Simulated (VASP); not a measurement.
# CdS in VASP: settings compared

The runs below take CdS through single point, with PBE, LDA.

Everything below comes from runs of VASP 6.6.1. Logs are shortened: lines on timing, memory, paths and dates and some standing lists are left out, and cuts for length are marked.

## 1. The cell of the first run

The structure is cubic, space group Fm-3m (No. 225). Conventional cell: a = 5.506 Å, b = 5.506 Å, c = 5.506 Å, α = 90.00°, β = 90.00°, γ = 90.00°. Within 3.6 Å of Cd (site symmetry m-3m) lie 6 S at 2.75 Å. Within 3.6 Å of S (site symmetry m-3m) lie 6 Cd at 2.75 Å.

## 2. Single point, PBE, non-collinear spin, zero start, spin-orbit coupling

File INCAR:

```
SYSTEM = CdS
ALGO = Normal
EDIFF = 1E-6
ENCUT = 520
GGA = PE
GGA_COMPAT = .FALSE.
ISIF = 2
ISMEAR = -1
LASPH = .TRUE.
LCHARG = .TRUE.
LORBIT = 11
LORBMOM = .TRUE.
LREAL = .FALSE.
LSORBIT = .TRUE.
LVHAR = .TRUE.
LWAVE = .FALSE.
MAGMOM = 0 0 0 0 0 0
NBANDS = 30
NELM = 150
PREC = Accurate
SIGMA = 0.05
```

File KPOINTS:

```
k-points
0
G
  6 6 6
  0 0 0
```

File POSCAR:

```
CdS
1.0
    0.0000000000      2.7532440000      2.7532440000
    2.7532440000      0.0000000000      2.7532440000
    2.7532440000      2.7532440000      0.0000000000
Cd S
1 1
Direct
    0.0000000000      0.0000000000      0.0000000000
    0.5000000000      0.5000000000      0.5000000000
```

Potentials or basis: VASP PAW PBE potentials, release 64 (Cd, S).

Launch:

```bash
$ cat potpaw_PBE.64/Cd/POTCAR potpaw_PBE.64/S/POTCAR > POTCAR
$ mpirun -np 1 vasp_ncl > vasp.out
```

OUTCAR:

```text
SYSTEM = CdS
   EDIFF = 1E-6
   ENCUT = 520
   GGA = PE
   ISIF = 2
   ISMEAR = -1
   LASPH = .TRUE.
   LORBIT = 11
   LREAL = .FALSE.
   LSORBIT = .TRUE.
   NELM = 150
   PREC = Accurate

 ion  position               nearest neighbor table
   1  0.000  0.000  0.000-   2 2.75   2 2.75   2 2.75   2 2.75   2 2.75   2 2.75
   2  0.500  0.500  0.500-   1 2.75   1 2.75   1 2.75   1 2.75   1 2.75   1 2.75

  LATTYP: Found a face centered cubic cell.
 ALAT       =     5.5064880000

  Lattice vectors:

 A1 = (   0.0000000000,   2.7532440000,   2.7532440000)
 A2 = (   2.7532440000,   0.0000000000,   2.7532440000)
 A3 = (   2.7532440000,   2.7532440000,   0.0000000000)

Analysis of symmetry for initial positions (statically):
=====================================================================
 Subroutine PRICEL returns:
 Original cell was already a primitive cell.

 Routine SETGRP: Setting up the symmetry group for a
 face centered cubic supercell.

 Subroutine GETGRP returns: Found 48 space group operations
[... 9 lines left out ...]

 Routine SETGRP: Setting up the symmetry group for a
 face centered cubic supercell.

 Subroutine GETGRP returns: Found 48 space group operations
 (whereof 48 operations were pure point group operations)
 out of a pool of 48 trial point group operations.

The dynamic configuration has the point symmetry O_h .

Analysis of structural, dynamic, and magnetic symmetry:
=====================================================================
 Subroutine PRICEL returns:
 Original cell was already a primitive cell.

 Routine SETGRP: Setting up the symmetry group for a
 face centered cubic supercell.

 Subroutine GETGRP returns: Found 48 space group operations
 (whereof 48 operations were pure point group operations)
 out of a pool of 48 trial point group operations.

The overall configuration has the point symmetry O_h .

 Subroutine INISYM returns: Found 48 space group operations
[... 5 lines left out ...]
                                     Primitive cell

  volume of cell :      41.7411

  direct lattice vectors                    reciprocal lattice vectors
     0.000000000  2.753244000  2.753244000    -0.181603955  0.181603955  0.181603955
     2.753244000  0.000000000  2.753244000     0.181603955 -0.181603955  0.181603955
     2.753244000  2.753244000  0.000000000     0.181603955  0.181603955 -0.181603955

  length of vectors
     3.893675005  3.893675005  3.893675005     0.314547277  0.314547277  0.314547277

  position of ions in fractional coordinates (direct lattice)
     0.000000000  0.000000000  0.000000000
     0.500000000  0.500000000  0.500000000

  ion indices of the primitive-cell ions
   primitive index   ion index
                 1           1
                 2           2

----------------------------------------------------------------------------------------

 KPOINTS: k-points

Automatic generation of k-mesh.
 Grid dimensions read from file:
 generate k-points for:    6    6    6

 Generating k-lattice:

  Cartesian coordinates                     Fractional coordinates (reciprocal lattice)
    -0.030267326  0.030267326  0.030267326     0.166666667  0.000000000  0.000000000
     0.030267326 -0.030267326  0.030267326     0.000000000  0.166666667  0.000000000
     0.030267326  0.030267326 -0.030267326     0.000000000  0.000000000  0.166666667

  Length of vectors
     0.052424546  0.052424546  0.052424546

  Shift w.r.t. Gamma in fractional coordinates (k-lattice)
     0.000000000  0.000000000  0.000000000

 Subroutine IBZKPT returns following result:
 ===========================================

 Found     16 irreducible k-points:

 Following reciprocal coordinates:
            Coordinates               Weight
  0.000000  0.000000  0.000000      1.000000
  0.166667  0.000000  0.000000      8.000000
  0.333333  0.000000  0.000000      8.000000
  0.500000  0.000000  0.000000      4.000000
  0.166667  0.166667  0.000000      6.000000
  0.333333  0.166667  0.000000     24.000000
[... 8 lines left out ...]
 -0.333333  0.333333  0.166667     24.000000
 -0.333333  0.500000  0.166667     12.000000
   k-points           NKPTS =     16   k-points in BZ     NKDIM =     16   number of bands    NBANDS=     30
   number of dos      NEDOS =    301   number of ions     NIONS =      2
   total plane-waves  NPLWV =  27000
   dimension x,y,z NGX =    30 NGY =   30 NGZ =   30
   dimension x,y,z NGXF=    60 NGYF=   60 NGZF=   60
   ions per type =               1   1
   NGX,Y,Z   is equivalent  to a cutoff of  12.81, 12.81, 12.81 a.u.
   NGXF,Y,Z  is equivalent  to a cutoff of  25.62, 25.62, 25.62 a.u.
 SYSTEM =  CdS
   PREC   = accura    normal or accurate (medium, high low for compatibility)
   ISTART =      0    job   : 0-new  1-cont  2-samecut
   ICHARG =      2    charge: 1-file 2-atom 10-const
   ISPIN  =      1    spin polarized calculation?
   LNONCOLLINEAR =      T non collinear calculations
   LSORBIT =      T    spin-orbit coupling
   LASPH  =      T    aspherical Exc in radial PAW
   ENCUT  =  520.0 eV  38.22 Ry    6.18 a.u.   7.24  7.24  7.24*2*pi/ulx,y,z
   NELM   =    150;   NELMIN=  2; NELMDL= -5     # of ELM steps
   EDIFF  = 0.1E-05   stopping-criterion for ELM
   LREAL  =      F    real-space projection
   EDIFFG = 0.1E-04   stopping-criterion for IOM
   NSW    =      0    number of steps for IOM
   IBRION =     -1    ionic relax: 0-MD 1-quasi-New 2-CG
   NFREE  =      0    steps in history (QN), initial steepest desc. (CG)
   ISIF   =      2    stress and relaxation
   ISYM   =      2    0-nonsym 1-usesym 2-fastsym
   POTIM  = 0.5000    time-step for ionic-motion
   TEBEG  =    0.0;   TEEND  =   0.0 temperature during run
   PSTRESS=    0.0 pullay stress
   NELECT =      18.0000    total number of electrons
   NUPDOWN=      -1.0000    fix difference up-down
   EMIN   =  10.00;   EMAX   =-10.00  energy-range for DOS
   EFERMI =   0.00;   METHOD = LEGACY
   ISMEAR =    -1;   SIGMA  =   0.05  broadening in eV -4-tet -1-fermi 0-gaus
   EFERMI_NEDOS =   21; number of points for ismear=-14 and -15
   IALGO  =     38    algorithm
   IMIX   =      4    mixing-type and parameters
     AMIX     =   0.40;   BMIX     =  1.00
     AMIX_MAG =   1.60;   BMIX_MAG =  1.00
  volume/ion in A,a.u.               =      20.87       140.84
  Fermi-wavevector in a.u.,A,eV,Ry     =   1.236833  2.337275 20.813583  1.529755
  Thomas-Fermi vector in A             =   2.371425
   LORBIT       =     11    0 simple, 1 ext, 2 COOP (PROOUT), +10 PAW based schemes
   GGA     = PE    functional components
   LHFCALC =     F    Hartree Fock is set to
   AEXX    =    0.0000 exact exchange contribution
   IVDW    =     0    specifies the selected vdW correction
   LEPSILON=     F    determine dielectric tensor
   LRPA    =     F    only Hartree local field effects (RPA)
  energy-cutoff  :      520.00
  volume of cell :       41.74
 maximum number of plane-waves:      2316
 NGX is ok and might be reduce to    30
   NGX = 15   NGY = 15   NGZ = 15

 number of electron      18.0000005 magnetization       0.0000000      0.0000000      0.0000000

 number of electron      18.0000005 magnetization       0.0000000     -0.0000000      0.0000000

 number of electron      18.0000005 magnetization      -0.0000000      0.0000000     -0.0000000

 Free energy of the ion-electron system (eV)
  ---------------------------------------------------
  ext. energy  EPLUGINS =         0.00000000
  ---------------------------------------------------
  free energy    TOTEN  =        -5.89796750 eV

  energy without entropy =       -5.89615727  energy(sigma->0) =       -5.89706238

 E-fermi :   2.8865     XC(G=0): -10.3028

 val. band max:        2.7249363394   @ k =   0.5000   0.0000   0.0000
 cond. band min:       2.9677497256   @ k =   0.5000   0.5000   0.0000
 fundamental gap:      0.2428133862
 Fermi energy:         2.8865028012

 k-point     1 :       0.0000    0.0000    0.0000
  band No.  band energies     occupation
      1      -9.9454      1.00000
      2      -9.9454      1.00000
      3      -5.2712      1.00000
      4      -5.2712      1.00000
      5      -5.2712      1.00000
      6      -5.2712      1.00000
[... 517 lines left out ...]
     29      16.4272      0.00000
     30      16.4272      0.00000

------------------------ aborting loop because EDIFF is reached ----------------------------------------

  FORCE on cell =-STRESS in cart. coord.  units (eV):
  Direction    XX          YY          ZZ          XY          YZ          ZX
  --------------------------------------------------------------------------------------
  -------------------------------------------------------------------------------------
  Total       -0.0231289     -0.0231289     -0.0231289      0.0000000     -0.0000000     -0.0000000
  in kB       -0.8877719     -0.8877719     -0.8877719      0.0000000     -0.0000000     -0.0000000
  external PRESSURE =      -0.8877719 kB  Pullay stress =       0.0000000 kB

 VOLUME and BASIS-vectors are now :
 -----------------------------------------------------------------------------
  energy-cutoff  :      520.00
  volume of cell :       41.74
      direct lattice vectors                 reciprocal lattice vectors
     0.000000000  2.753244000  2.753244000    -0.181603955  0.181603955  0.181603955
     2.753244000  0.000000000  2.753244000     0.181603955 -0.181603955  0.181603955
     2.753244000  2.753244000  0.000000000     0.181603955  0.181603955 -0.181603955

 POSITION                                       TOTAL-FORCE (eV/Angst)
 -----------------------------------------------------------------------------------
      0.00000      0.00000      0.00000         0.000000     -0.000000      0.000000
      2.75324      2.75324      2.75324        -0.000000      0.000000     -0.000000
 -----------------------------------------------------------------------------------
    total drift:                                0.000000      0.000000      0.000000

  FREE ENERGIE OF THE ION-ELECTRON SYSTEM (eV)
  ---------------------------------------------------
  free  energy   TOTEN  =        -5.8979674959 eV

  energy  without entropy=       -5.8961572660  energy(sigma->0) =       -5.89706238

 orbital moment (x)

 # of ion     p       d       tot
 ----------------------------------------
  1         0.000   0.000   0.000
  2         0.000   0.000   0.000
 ----------------------------------------
            0.000   0.000   0.000

 orbital moment (y)

 # of ion     p       d       tot
 ----------------------------------------
  1         0.000   0.000   0.000
  2         0.000   0.000   0.000
 ----------------------------------------
            0.000   0.000   0.000

 orbital moment (z)

 # of ion     p       d       tot
 ----------------------------------------
  1         0.000   0.000   0.000
  2         0.000   0.000   0.000
 ----------------------------------------
            0.000   0.000   0.000

 Spin-Orbit-Coupling matrix elements

 Ion:    1  E_soc:     -0.0521052
 l=   1
     0.0000000    -0.0018738    -0.0018738
    -0.0018738     0.0000000    -0.0018738
    -0.0018738    -0.0018738     0.0000000
 l=   2
     0.0000000    -0.0013785     0.0000000    -0.0013785    -0.0054320
    -0.0013785     0.0000000    -0.0040740    -0.0013785    -0.0013580
     0.0000000    -0.0040740     0.0000000    -0.0040740     0.0000000
    -0.0013785    -0.0013785    -0.0040740     0.0000000    -0.0013580
    -0.0054320    -0.0013580     0.0000000    -0.0013580     0.0000000
 l=   3
     0.0000000     0.0000000     0.0000000     0.0000000     0.0000000     0.0000000     0.0000000
     0.0000000     0.0000000     0.0000000     0.0000000     0.0000000     0.0000000     0.0000000
     0.0000000     0.0000000     0.0000000     0.0000000     0.0000000     0.0000000     0.0000000
     0.0000000     0.0000000     0.0000000     0.0000000     0.0000000     0.0000000     0.0000000
     0.0000000     0.0000000     0.0000000     0.0000000     0.0000000     0.0000000     0.0000000
     0.0000000     0.0000000     0.0000000     0.0000000     0.0000000     0.0000000     0.0000000
     0.0000000     0.0000000     0.0000000     0.0000000     0.0000000     0.0000000     0.0000000

 Ion:    2  E_soc:     -0.0020905
 l=   1
     0.0000000    -0.0003484    -0.0003484
    -0.0003484     0.0000000    -0.0003484
    -0.0003484    -0.0003484     0.0000000
 l=   2
     0.0000000     0.0000000     0.0000000     0.0000000     0.0000000
     0.0000000     0.0000000     0.0000000     0.0000000     0.0000000
     0.0000000     0.0000000     0.0000000     0.0000000     0.0000000
     0.0000000     0.0000000     0.0000000     0.0000000     0.0000000
     0.0000000     0.0000000     0.0000000     0.0000000     0.0000000
 l=   3
     0.0000000     0.0000000     0.0000000     0.0000000     0.0000000     0.0000000     0.0000000
     0.0000000     0.0000000     0.0000000     0.0000000     0.0000000     0.0000000     0.0000000
     0.0000000     0.0000000     0.0000000     0.0000000     0.0000000     0.0000000     0.0000000
     0.0000000     0.0000000     0.0000000     0.0000000     0.0000000     0.0000000     0.0000000
     0.0000000     0.0000000     0.0000000     0.0000000     0.0000000     0.0000000     0.0000000
     0.0000000     0.0000000     0.0000000     0.0000000     0.0000000     0.0000000     0.0000000
     0.0000000     0.0000000     0.0000000     0.0000000     0.0000000     0.0000000     0.0000000

 total charge

# of ion       s       p       d       tot
------------------------------------------
    1        0.372   0.239   9.584  10.195
    2        1.340   2.365   0.000   3.705
--------------------------------------------------
tot          1.712   2.604   9.584  13.900

 magnetization (x)

# of ion       s       p       d       tot
------------------------------------------
    1        0.000  -0.000   0.000  -0.000
    2       -0.000   0.000   0.000  -0.000
--------------------------------------------------
tot         -0.000  -0.000   0.000  -0.000

 magnetization (y)

# of ion       s       p       d       tot
------------------------------------------
    1        0.000  -0.000  -0.000  -0.000
    2       -0.000   0.000   0.000   0.000
--------------------------------------------------
tot         -0.000  -0.000  -0.000  -0.000

 magnetization (z)

# of ion       s       p       d       tot
------------------------------------------
    1        0.000   0.000   0.000   0.000
    2       -0.000   0.000   0.000  -0.000
--------------------------------------------------
tot         -0.000   0.000   0.000   0.000
```

Run time: 79 s. Hardware: 1 thread of Intel Xeon Platinum 8375C at 2.90GHz (Ice Lake), shared host; peak memory 0.28 GiB.

What came out:

```
Free energy                                           : -5.8980 eV
Pressure                                              : -0.1 GPa
Net moment                                            : 0.00 μB per cell
Valence electrons inside the program's atomic spheres : Cd 10.20; S 3.71
```

Moments on the atoms (μB; x, y, z):
```
Cd  0.00 0.00 0.00
S   0.00 0.00 0.00
```

## 3. Single point, LDA, non-collinear spin, zero start, spin-orbit coupling

File INCAR:

```
  ALGO = Normal
  EDIFF = 1E-6
  ENCUT = 520
  GGA_COMPAT = F
  ISIF = 2
  ISMEAR = -1
  LASPH = T
  LCHARG = T
  LNONCOLLINEAR = T
  LORBIT = 11
  LORBMOM = T
  LREAL = F
  LSORBIT = T
  LVHAR = T
  LWAVE = F
  MAGMOM = 0 0 0 0 0 0
  NBANDS = 30
  NELM = 150
  PREC = Accurate
  SIGMA = 0.05
```

File KPOINTS:

```
k-points
0
Gamma
  6 6 6
```

POSCAR is that of step 2.

Potentials or basis: VASP PAW LDA potentials, release 64 (Cd, S).

Launch:

```bash
$ cat potpaw_LDA.64/Cd/POTCAR potpaw_LDA.64/S/POTCAR > POTCAR
$ mpirun -np 1 vasp_ncl > vasp.out
```

Run time: 76 s. Hardware: 1 thread of Intel Xeon Platinum 8375C at 2.90GHz (Ice Lake), shared host; peak memory 0.23 GiB.

It converged, with:

```
Free energy                                           : -7.2176 eV
Pressure                                              : -6.4 GPa
Net moment                                            : 0.00 μB per cell
Valence electrons inside the program's atomic spheres : Cd 10.21; S 3.67
```

Moments on the atoms (μB; x, y, z):
```
Cd  0.00 0.00 0.00
S   0.00 0.00 0.00
```

## 4. Single point, LDA

File INCAR:

```
SYSTEM = CdS
PREC     = Accurate       ! precision mode
ENCUT    = 520            ! plane-wave cutoff, eV
EDIFF    = 1E-7           ! SCF threshold, eV
ISMEAR   = -1             ! smearing method
SIGMA    = 0.05           ! smearing width, eV
LREAL    = .False.        ! projectors in reciprocal space
LASPH    = .True.         ! aspherical terms in the spheres
NELM     = 60             ! most SCF steps
ALGO     = Normal         ! electronic algorithm
ISIF     = 2              ! what is computed and relaxed
LWAVE    = .False.        ! write WAVECAR
LCHARG   = .False.        ! write CHGCAR
GGA      = CA             ! functional
NBANDS   = 16             ! bands
```

File KPOINTS:

```
Automatic mesh
0
Gamma
  5 5 5
  0 0 0
```

File POSCAR:

```
CdS
1.0
    0.0000000000      2.7532440000      2.7532440000
    2.7532440000      0.0000000000      2.7532440000
    2.7532440000      2.7532440000      0.0000000000
Cd S
1 1
Direct
    0.0108340000      0.0226670000     -0.0217870000
    0.5061420000      0.5073870000      0.4803130000
```

Launch:

```bash
$ cat potpaw_LDA.64/Cd/POTCAR potpaw_LDA.64/S/POTCAR > POTCAR
$ mpirun -np 1 vasp_std > vasp.out
```

It took 20 s on 1 thread of Intel Xeon 6975P-C (Granite Rapids), shared host; peak memory 0.16 GiB.

The run converged. Its results:

* Free energy: -7.1664 eV
* Pressure: -6.2 GPa
* Largest force: 0.051 eV/Å
* Band gap on the k mesh: 0.51 eV, indirect (least direct gap 1.30 eV)

Forces in eV/Å, atoms in the order of the input:
```
Cd  -0.027 -0.005 -0.043
S    0.027  0.005  0.043
```

Stress tensor (GPa, compression positive):
```
-6.17  0.00 -0.01
 0.00 -6.28  0.00
-0.01  0.00 -6.02
```

Levels at points of the mesh, in eV from the valence-band top:
```csv
k point,band 7,band 8,band 9,band 10,band 11,band 12
"(0.00, 0.00, 0.00)",-0.72,-0.72,-0.71,0.58,9.10,9.11
```

A k mesh can miss the band edges.

## 5. Single point, LDA

File INCAR:

```
ALGO     = Normal         # electronic algorithm
EDIFF    = 1E-7           # SCF threshold, eV
ENCUT    = 520            # plane-wave cutoff, eV
ISIF     = 2              # what is computed and relaxed
ISMEAR   = -1             # smearing method
LASPH    = True           # aspherical terms in the spheres
LCHARG   = False          # write CHGCAR
LREAL    = False          # projectors in reciprocal space
LWAVE    = False          # write WAVECAR
NBANDS   = 16             # bands
NELM     = 60             # most SCF steps
PREC     = Accurate       # precision mode
SIGMA    = 0.05           # smearing width, eV
```

File KPOINTS:

```
k-points
0
Gamma
  5 5 5
```

POSCAR is that of step 4.

Launch:

```bash
$ cat potpaw_LDA.64/Cd/POTCAR potpaw_LDA.64/S/POTCAR > POTCAR
$ mpirun -np 1 vasp_std > vasp.out
```

Run time: 21 s. Hardware: 1 thread of Intel Xeon 6975P-C (Granite Rapids), shared host; peak memory 0.17 GiB.

The run converged. Its results:

- Free energy: -7.1664 eV
- Pressure: -6.2 GPa
- Largest force: 0.051 eV/Å
- Band gap on the k mesh: 0.51 eV, indirect (least direct gap 1.30 eV)

Forces on the atoms (eV/Å):
```
Cd  -0.027 -0.005 -0.043
S    0.027  0.005  0.043
```

Stress tensor (GPa, compression positive):
```
-6.17  0.00 -0.01
 0.00 -6.28  0.00
-0.01  0.00 -6.02
```

Levels at points of the mesh, in eV from the valence-band top:
```
           k point  band 5  band 6  band 7  band 8  band 9  band 10  band 11  band 12  band 13  band 14
(0.00, 0.00, 0.00)   -7.65   -7.65   -0.72   -0.72   -0.71     0.58     9.10     9.11     9.14    10.96
```

A k mesh can miss the band edges.

(Continued in part 2 of 2.)
